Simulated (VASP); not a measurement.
# Si in VASP: notebook

Si is run at these levels: PBE; tasks: single point.

All numbers are computed with VASP 6.6.1; they aren't measurements. Logs are shortened: lines on timing, memory, paths and dates and some standing lists are left out, and cuts for length are marked.

### Step 1. The cell of the first run

Symmetry: Immm, No. 71, orthorhombic system. The conventional cell has a = 3.276 Å, b = 3.473 Å, c = 6.187 Å, α = 90.00°, β = 90.00°, γ = 90.00°. Within 3.1 Å of Si (site symmetry mm2) lie 5 Si at 2.37 to 2.50 Å.

### Step 2. Single point, PBE

Input file INCAR:

```
SYSTEM = Si
ALGO = Normal
EDIFF = 1E-6
ENCUT = 520
GGA = PE
ISIF = 2
ISMEAR = 0
LASPH = .True.
LCHARG = .False.
LREAL = .False.
LWAVE = .False.
NBANDS = 16
NELM = 100
PREC = Accurate
SIGMA = 0.2
```

Input file KPOINTS:

```
k-points
0
Gamma
  8 8 8
  0 0 0
```

Input file POSCAR:

```
Si
1.0
    0.0000000000      3.4734738755      0.0000000000
    1.6381990330      1.7367369378     -3.0934586953
   -4.9145970989      1.7367369378     -3.0934586953
Si
4
Direct
    0.3086465067      0.7870302400      0.5956767467
    0.3086465067      0.2870302400      0.0956767467
    0.6913534933      0.7129697600      0.9043232533
    0.6913534933      0.2129697600      0.4043232533
```

Potentials or basis: VASP PAW PBE potentials, release 64 (Si).

Launch:

```bash
> cat potpaw_PBE.64/Si/POTCAR > POTCAR
> mpirun -np 1 vasp_std > vasp.out
```

OUTCAR:

```text
SYSTEM = Si
   EDIFF = 1E-6
   ENCUT = 520
   GGA = PE
   ISIF = 2
   ISMEAR = 0
   LASPH = .True.
   LREAL = .False.
   NELM = 100
   PREC = Accurate

 ion  position               nearest neighbor table
   1  0.309  0.787  0.596-   4 2.37   3 2.50   4 2.50   3 2.50   4 2.50
   2  0.309  0.287  0.096-   3 2.37   4 2.50   3 2.50   4 2.50   3 2.50
   3  0.691  0.713  0.904-   2 2.37   1 2.50   2 2.50   1 2.50   2 2.50
   4  0.691  0.213  0.404-   1 2.37   2 2.50   1 2.50   2 2.50   1 2.50

  LATTYP: Found a base centered monoclinic cell.
 ALAT       =     7.0009093042
 B/A-ratio  =     0.4961461040
 C/A-ratio  =     0.9359921472
 COS(beta)  =    -0.4679960736

  Lattice vectors:

 A1 = (   1.6381990330,   1.7367369378,  -3.0934586953)
 A2 = (   1.6381990330,  -1.7367369377,  -3.0934586953)
 A3 = (  -6.5527961319,   0.0000000000,   0.0000000000)

Analysis of symmetry for initial positions (statically):
=====================================================================
 Subroutine PRICEL returns following result:

  LATTYP: Found a body centered orthorhombic cell.
 ALAT       =     3.2763980660
 B/A-ratio  =     1.0601501422
 C/A-ratio  =     1.8883289717

  Lattice vectors:

 A1 = (   1.6381990330,  -1.7367369378,   3.0934586953)
 A2 = (  -1.6381990330,   1.7367369377,   3.0934586953)
 A3 = (  -1.6381990330,  -1.7367369377,  -3.0934586953)

   2 primitive cells build up your supercell.

 Routine SETGRP: Setting up the symmetry group for a
 base centered monoclinic supercell.

 Subroutine GETGRP returns: Found  4 space group operations
 (whereof  4 operations were pure point group operations)
 out of a pool of  4 trial point group operations.

The static configuration has the point symmetry C_2h.

Analysis of symmetry for dynamics (positions and initial velocities):
=====================================================================
 Subroutine PRICEL returns following result:

  LATTYP: Found a body centered orthorhombic cell.
 ALAT       =     3.2763980660
 B/A-ratio  =     1.0601501422
 C/A-ratio  =     1.8883289717

  Lattice vectors:

 A1 = (   1.6381990330,  -1.7367369378,   3.0934586953)
 A2 = (  -1.6381990330,   1.7367369377,   3.0934586953)
 A3 = (  -1.6381990330,  -1.7367369377,  -3.0934586953)

   2 primitive cells build up your supercell.

 Routine SETGRP: Setting up the symmetry group for a
 base centered monoclinic supercell.

 Subroutine GETGRP returns: Found  4 space group operations
 (whereof  4 operations were pure point group operations)
 out of a pool of  4 trial point group operations.

The dynamic configuration has the point symmetry C_2h.

 Subroutine INISYM returns: Found  4 space group operations
 (whereof  4 operations are pure point group operations),
 and found     2 'primitive' translations

----------------------------------------------------------------------------------------

                                     Primitive cell

  volume of cell :      35.2051

  direct lattice vectors                    reciprocal lattice vectors
     1.638199033 -1.736736938  3.093458695     0.000000000 -0.287896220  0.161631381
    -1.638199033  1.736736938  3.093458695    -0.305213219  0.000000000  0.161631381
    -1.638199033 -1.736736938 -3.093458695    -0.305213219 -0.287896220 -0.000000000

  length of vectors
     3.907612821  3.907612821  3.907612821     0.330165015  0.345369096  0.419570426

  position of ions in fractional coordinates (direct lattice)
     0.308646507  0.808646507  0.500000000
     0.691353493  0.191353493  0.500000000

  ion indices of the primitive-cell ions
   primitive index   ion index
                 1           1
                 2           3

----------------------------------------------------------------------------------------

 KPOINTS: k-points

Automatic generation of k-mesh.
 Grid dimensions read from file:
 generate k-points for:    8    8    8

 Generating k-lattice:

  Cartesian coordinates                     Fractional coordinates (reciprocal lattice)
     0.000000000  0.035987028  0.020203923     0.125000000  0.000000000  0.000000000
     0.019075826  0.000000000 -0.030305884     0.000000000  0.125000000  0.000000000
    -0.019075826  0.000000000 -0.010101961     0.000000000  0.000000000  0.125000000

  Length of vectors
     0.041270627  0.035809688  0.021585568

  Shift w.r.t. Gamma in fractional coordinates (k-lattice)
     0.000000000  0.000000000  0.000000000

 Subroutine IBZKPT returns following result:
 ===========================================

 Found    150 irreducible k-points:

 Following reciprocal coordinates:
            Coordinates               Weight
  0.000000  0.000000  0.000000      1.000000
  0.125000  0.000000  0.000000      4.000000
  0.250000  0.000000  0.000000      4.000000
  0.375000  0.000000  0.000000      4.000000
  0.500000  0.000000  0.000000      2.000000
  0.000000  0.125000  0.000000      2.000000
[... 16 lines left out ...]
  0.125000  0.375000 -0.000000      4.000000
  0.250000  0.375000 -0.000000      4.000000
 [... further k-points ...]
   k-points           NKPTS =    150   k-points in BZ     NKDIM =    150   number of bands    NBANDS=     16
   number of dos      NEDOS =    301   number of ions     NIONS =      4
   total plane-waves  NPLWV =  40320
   dimension x,y,z NGX =    28 NGY =   30 NGZ =   48
   dimension x,y,z NGXF=    56 NGYF=   60 NGZF=   96
   ions per type =               4
   NGX,Y,Z   is equivalent  to a cutoff of  13.40, 12.76, 13.17 a.u.
   NGXF,Y,Z  is equivalent  to a cutoff of  26.80, 25.53, 26.33 a.u.
 SYSTEM =  Si
   PREC   = accura    normal or accurate (medium, high low for compatibility)
   ISTART =      0    job   : 0-new  1-cont  2-samecut
   ICHARG =      2    charge: 1-file 2-atom 10-const
   ISPIN  =      1    spin polarized calculation?
   LNONCOLLINEAR =      F non collinear calculations
   LSORBIT =      F    spin-orbit coupling
   LASPH  =      T    aspherical Exc in radial PAW
   ENCUT  =  520.0 eV  38.22 Ry    6.18 a.u.   6.46  7.27 11.27*2*pi/ulx,y,z
   NELM   =    100;   NELMIN=  2; NELMDL= -5     # of ELM steps
   EDIFF  = 0.1E-05   stopping-criterion for ELM
   LREAL  =      F    real-space projection
   EDIFFG = 0.1E-04   stopping-criterion for IOM
   NSW    =      0    number of steps for IOM
   IBRION =     -1    ionic relax: 0-MD 1-quasi-New 2-CG
   NFREE  =      0    steps in history (QN), initial steepest desc. (CG)
   ISIF   =      2    stress and relaxation
   ISYM   =      2    0-nonsym 1-usesym 2-fastsym
   POTIM  = 0.5000    time-step for ionic-motion
   TEBEG  =    0.0;   TEEND  =   0.0 temperature during run
   PSTRESS=    0.0 pullay stress
   NELECT =      16.0000    total number of electrons
   NUPDOWN=      -1.0000    fix difference up-down
   EMIN   =  10.00;   EMAX   =-10.00  energy-range for DOS
   EFERMI =   0.00;   METHOD = LEGACY
   ISMEAR =     0;   SIGMA  =   0.20  broadening in eV -4-tet -1-fermi 0-gaus
   EFERMI_NEDOS =   21; number of points for ismear=-14 and -15
   IALGO  =     38    algorithm
   IMIX   =      4    mixing-type and parameters
     AMIX     =   0.40;   BMIX     =  1.00
     AMIX_MAG =   1.60;   BMIX_MAG =  1.00
  volume/ion in A,a.u.               =      17.60       118.79
  Fermi-wavevector in a.u.,A,eV,Ry     =   0.999010  1.887855 13.578899  0.998021
  Thomas-Fermi vector in A             =   2.131272
   LORBIT       =      0    0 simple, 1 ext, 2 COOP (PROOUT), +10 PAW based schemes
   GGA     = PE    functional components
   LHFCALC =     F    Hartree Fock is set to
   AEXX    =    0.0000 exact exchange contribution
   IVDW    =     0    specifies the selected vdW correction
   LEPSILON=     F    determine dielectric tensor
   LRPA    =     F    only Hartree local field effects (RPA)
 non-spin polarized calculation
 Gauss-broadening in eV      SIGMA  =   0.20
  energy-cutoff  :      520.00
  volume of cell :       70.41
 maximum number of plane-waves:      1916
 NGX is ok and might be reduce to    28

 number of electron      16.0000000 magnetization

 Free energy of the ion-electron system (eV)
  ---------------------------------------------------
  ext. energy  EPLUGINS =         0.00000000
  ---------------------------------------------------
  free energy    TOTEN  =       -20.56189398 eV

  energy without entropy =      -20.53592964  energy(sigma->0) =      -20.54891181

 E-fermi :   7.2089     XC(G=0): -10.1612

 val. band max:        7.2063963573   @ k =  -0.2500   0.3750   0.3750
 cond. band min:       7.2576104664   @ k =  -0.1250   0.1250   0.3750
 fundamental gap:      0.0512141091
 Fermi energy:         7.2088959986

 k-point     1 :       0.0000    0.0000    0.0000
  band No.  band energies     occupation
      1      -5.4547      2.00000
      2      -1.8674      2.00000
      3      -0.8058      2.00000
      4       5.1285      2.00000
      5       6.9746      1.90238
      6       6.9816      1.89192
[... 8 lines left out ...]
     15      11.9901      0.00000
     16      12.1816      0.00000

 k-point     2 :       0.1250    0.0000    0.0000
  band No.  band energies     occupation
      1      -5.2204      2.00000
      2      -1.7860      2.00000
      3      -0.4687      2.00000
      4       4.7656      2.00000
      5       5.2580      2.00000
      6       6.4719      2.00000
[... 8 lines left out ...]
     15      12.6853      0.00000
     16      13.2102      0.00000

 k-point     3 :       0.2500    0.0000    0.0000
  band No.  band energies     occupation
      1      -4.5234      2.00000
      2      -1.4423      2.00000
      3       0.4094      2.00000
      4       2.7364      2.00000
      5       3.8315      2.00000
      6       5.6820      2.00000
[... 8 lines left out ...]
     15      13.7195      0.00000
     16      14.7599      0.00000

 k-point     4 :       0.3750    0.0000    0.0000
  band No.  band energies     occupation
      1      -3.3938      2.00000
      2      -0.7851      2.00000
      3       0.4168      2.00000
      4       1.6184      2.00000
      5       2.4133      2.00000
      6       4.5223      2.00000
[... 8 lines left out ...]
     15      14.1354      0.00000
     16      15.9726      0.00000

 k-point     5 :       0.5000    0.0000    0.0000
  band No.  band energies     occupation
      1      -2.2635      2.00000
      2      -1.1211      2.00000
      3      -0.2205      2.00000
      4       1.4636      2.00000
      5       2.8656      2.00000
      6       3.2997      2.00000
[... 8 lines left out ...]
     15      14.5769      0.00000
     16      16.3145      0.00000

 k-point     6 :       0.0000    0.1250    0.0000
  band No.  band energies     occupation
      1      -5.2845      2.00000
      2      -1.7404      2.00000
      3      -0.7098      2.00000
      4       3.9137      2.00000
      5       5.8608      2.00000
      6       6.7978      1.99635
[... 8 lines left out ...]
     15      12.3466      0.00000
     16      12.8712      0.00000
[... 267 lines left out ...]
 k-point    21 :      -0.1250    0.2500    0.0000
  band No.  band energies     occupation
      1      -4.2465      2.00000
      2      -1.0313      2.00000
      3      -0.5431      2.00000
      4       2.3579      2.00000
      5       2.8900      2.00000
      6       4.8930      2.00000
[... 8 lines left out ...]
     15      13.6979      0.00000
     16      14.2333      0.00000

 k-point    22 :       0.0000    0.3750    0.0000
  band No.  band energies     occupation
      1      -3.9638      2.00000
      2      -1.8417      2.00000
      3      -0.0084      2.00000
      4       2.2007      2.00000
      5       2.4151      2.00000
      6       4.3727      2.00000
[... 8 lines left out ...]
     15      14.2641      0.00000
     16      15.7088      0.00000

 k-point    23 :       0.1250    0.3750   -0.0000
  band No.  band energies     occupation
      1      -4.1803      2.00000
      2      -1.6598      2.00000
      3       0.1093      2.00000
      4       2.3412      2.00000
      5       3.2874      2.00000
      6       4.9246      2.00000
[... 8 lines left out ...]
     15      13.9496      0.00000
     16      14.6510      0.00000

 k-point    24 :       0.2500    0.3750   -0.0000
  band No.  band energies     occupation
      1      -3.9515      2.00000
      2      -1.5207      2.00000
      3       0.7059      2.00000
      4       2.6505      2.00000
      5       2.8553      2.00000
      6       3.8161      2.00000
[... 8 lines left out ...]
     15      14.2350      0.00000
     16      15.2482      0.00000

 [... further k-points ...]
[... 5 lines left out ...]
  --------------------------------------------------------------------------------------
  -------------------------------------------------------------------------------------
  Total        0.0521945     -0.0951632     -0.0051691     -0.0000000      0.0000000      0.0347993
  in kB        1.1876825     -2.1654328     -0.1176232     -0.0000000      0.0000000      0.7918562
  external PRESSURE =      -0.3651245 kB  Pullay stress =       0.0000000 kB

 VOLUME and BASIS-vectors are now :
 -----------------------------------------------------------------------------
  energy-cutoff  :      520.00
  volume of cell :       70.41
      direct lattice vectors                 reciprocal lattice vectors
     0.000000000  3.473473875  0.000000000     0.000000000  0.287896220  0.161631381
     1.638199033  1.736736938 -3.093458695     0.152606609  0.000000000 -0.242447071
    -4.914597099  1.736736938 -3.093458695    -0.152606609  0.000000000 -0.080815690

 POSITION                                       TOTAL-FORCE (eV/Angst)
 -----------------------------------------------------------------------------------
     -1.63820      3.47347     -4.27735        -0.001764     -0.000000      0.002661
     -0.00000      1.73674     -1.18389        -0.001764     -0.000000      0.002661
     -3.27640      5.21021     -5.00303         0.001764      0.000000     -0.002661
     -1.63820      3.47347     -1.90957         0.001764      0.000000     -0.002661
 -----------------------------------------------------------------------------------
    total drift:                               -0.000000     -0.000000     -0.000000

  FREE ENERGIE OF THE ION-ELECTRON SYSTEM (eV)
  ---------------------------------------------------
  free  energy   TOTEN  =       -20.5618939768 eV

  energy  without entropy=      -20.5359296379  energy(sigma->0) =      -20.54891181
```

It took 2.8 min on 1 thread of Intel Xeon 8259CL, shared host; peak memory 0.26 GiB.

What came out:

```yaml
Free_energy: -20.5619 eV
Pressure: 0.0 GPa
Largest_force: 0.003 eV/Å
Band_gap_on_the_k_mesh: zero (bands 8 and 9 overlap by 2.35 eV)
```

Forces in eV/Å, atoms in the order of the input:
```
Si  -0.002  0.000  0.003
Si  -0.002  0.000  0.003
Si   0.002  0.000 -0.003
Si   0.002  0.000 -0.003
```

### Step 3. Single point, PBE

Input file INCAR:

```
SYSTEM = Si
PREC = Accurate
ENCUT = 520
EDIFF = 1E-7
ISMEAR = 0
SIGMA = 0.2
LREAL = .False.
LASPH = .True.
NELM = 80
ALGO = Normal
ISIF = 2
LWAVE = .False.
LCHARG = .False.
GGA = PE
NBANDS = 16
```

Input file KPOINTS:

```
regular mesh
0
Gamma
  8 8 8
  0 0 0
```

Input file POSCAR:

```
Si
1.0
   -0.0019790982      3.4596307145      0.0008261659
    1.6415661526      1.7280930831     -3.0924095699
   -4.9400931604      1.7315511225     -3.0982486595
Si
4
Direct
    0.3101752085      0.7852045138      0.5956480532
    0.3070489482      0.2888041697      0.0958466130
    0.6900067833      0.7152945519      0.9039110273
    0.6927690600      0.2106967646      0.4045943065
```

Potentials or basis: VASP PAW PBE potentials, release 64 (Si).

Launch:

```bash
> cat potpaw_PBE.64/Si/POTCAR > POTCAR
> mpirun -np 1 vasp_std > vasp.out
```

It took 5.6 min on 1 thread of Intel Xeon 8259CL, shared host; peak memory 0.33 GiB.

The run converged. Its results:

* Free energy: -20.5622 eV
* Pressure: -0.1 GPa
* Largest force: 0.025 eV/Å
* Band gap on the k mesh: zero (bands 8 and 9 overlap by 2.47 eV)

Forces on the atoms (eV/Å):
```
Si  -0.005 -0.008  0.007
Si   0.007  0.007  0.012
Si  -0.018  0.004 -0.001
Si   0.016 -0.004 -0.019
```

Stress tensor (GPa, compression positive):
```
 0.08  0.06  0.01
 0.06 -0.13 -0.03
 0.01 -0.03 -0.16
```

Levels at points of the mesh, in eV from the Fermi level:
| k point | band 4 | band 5 | band 6 | band 7 | band 8 | band 9 | band 10 | band 11 | band 12 | band 13 |
| --- | --- | --- | --- | --- | --- | --- | --- | --- | --- | --- |
| (0.00, 0.00, 0.00) | -2.07 | -0.21 | -0.14 | 0.94 | 1.06 | 1.42 | 2.28 | 2.46 | 2.94 | 4.49 |
| (0.50, 0.00, 0.00) | -5.74 | -4.33 | -3.90 | -2.24 | -1.65 | 0.83 | 0.84 | 2.14 | 3.08 | 5.67 |
| (0.00, 0.50, 0.00) | -6.20 | -4.21 | -4.20 | -0.92 | -0.90 | 1.84 | 1.85 | 5.92 | 5.95 | 6.15 |
| (0.50, 0.50, 0.00) | -7.01 | -3.23 | -3.21 | -1.37 | -1.35 | -0.68 | -0.65 | 2.92 | 2.97 | 5.03 |
| (0.00, 0.00, 0.50) | -3.78 | -1.35 | -1.35 | 0.22 | 0.25 | 2.11 | 2.15 | 3.40 | 3.41 | 4.53 |
| (0.50, 0.00, 0.50) | -7.01 | -3.23 | -3.21 | -1.38 | -1.35 | -0.65 | -0.64 | 2.93 | 2.96 | 5.05 |
| (0.00, 0.50, 0.50) | -7.38 | -2.10 | -1.83 | -0.75 | 0.41 | 1.01 | 1.41 | 2.28 | 2.68 | 4.74 |
| (0.50, 0.50, 0.50) | -5.73 | -4.35 | -3.90 | -2.25 | -1.66 | 0.82 | 0.83 | 2.14 | 3.08 | 5.66 |

### Step 4. Single point, PBE

This run uses another cell than the first one: it holds 2 atoms, not 4.

Input file INCAR:

```
SYSTEM = Si
PREC = Accurate ; ENCUT = 520
EDIFF = 1E-6 ; ISMEAR = 0
SIGMA = 0.1 ; LREAL = .FALSE.
LASPH = .TRUE. ; NELM = 60
ALGO = Normal ; ISIF = 2
LWAVE = .FALSE. ; LCHARG = .FALSE.
GGA = PE ; NBANDS = 11
```

Input file KPOINTS:

```
regular mesh
0
G
  24 24 24
  0 0 0
```

Input file POSCAR:

```
Si
1.0
   -1.6381990330      1.7367369378      3.0934586953
    1.6381990330     -1.7367369378      3.0934586953
    1.6381990330      1.7367369378     -3.0934586953
Si
2
Direct
    0.3086465067      0.8086465067      0.5000000000
    0.6913534933      0.1913534933      0.5000000000
```

Launch:

```bash
> cat potpaw_PBE.64/Si/POTCAR > POTCAR
> mpirun -np 1 vasp_std > vasp.out
```

Run time: 16 min. Hardware: 1 thread of Intel Xeon 8259CL, shared host; peak memory 0.66 GiB.

It converged, with:

| Item | Value |
| --- | --- |
| Free energy | -10.2776 eV |
| Pressure | 0.0 GPa |
| Largest force | 0.006 eV/Å |
| Band gap on the k mesh | zero (bands 4 and 5 overlap by 4.96 eV) |

Forces in eV/Å, atoms in the order of the input:
```
Si   0.000  0.000  0.006
Si   0.000  0.000 -0.006
```

Levels at points of the mesh, in eV from the Fermi level:
```tsv
k point	band 2	band 3	band 4	band 5	band 6	band 7
(0.00, 0.00, 0.00)	-0.22	-0.21	1.04	2.46	2.88	4.43
(0.50, 0.00, 0.00)	-8.32	-2.25	0.82	2.21	3.16	5.75
(0.00, 0.50, 0.00)	-8.00	-2.07	1.05	1.36	2.23	4.67
(0.50, 0.50, 0.00)	-5.73	-4.33	-3.90	-1.65	0.83	7.38
(0.50, 0.50, 0.50)	-7.39	-1.91	-0.65	0.36	2.73	11.13
```

### Step 5. Overview

| cell | k mesh | smearing | gap on the mesh (eV) | pressure (GPa) | largest force (eV/Å) |
| --- | --- | --- | --- | --- | --- |
| a = 3.473, b = 3.908, c = 6.061 Å, angles 79.0, 73.3, 63.6°, 4 atoms, atomic positions A | 8 × 8 × 8 | gaussian 0.2 eV | none | 0.0 | - |
| a = 3.460, b = 3.904, c = 6.083 Å, angles 79.2, 73.4, 63.8°, 4 atoms, atomic positions B | 8 × 8 × 8 | gaussian 0.2 eV | none | -0.1 | 0.02 |
| a = 3.908 Å, angles 130.4, 127.2, 75.3°, 2 atoms, atomic positions C | 24 × 24 × 24 | gaussian 0.1 eV | none | 0.0 | 0.01 |

Alike in all rows: task single point; level PBE; potentials or basis VASP PAW PBE potentials, release 64 (Si); no spin polarisation; cutoff (eV) 520.

Absolute energies hang on the potentials; compare differences alone.

The gap in the log of VASP goes by the Fermi energy; the results here count the filled bands.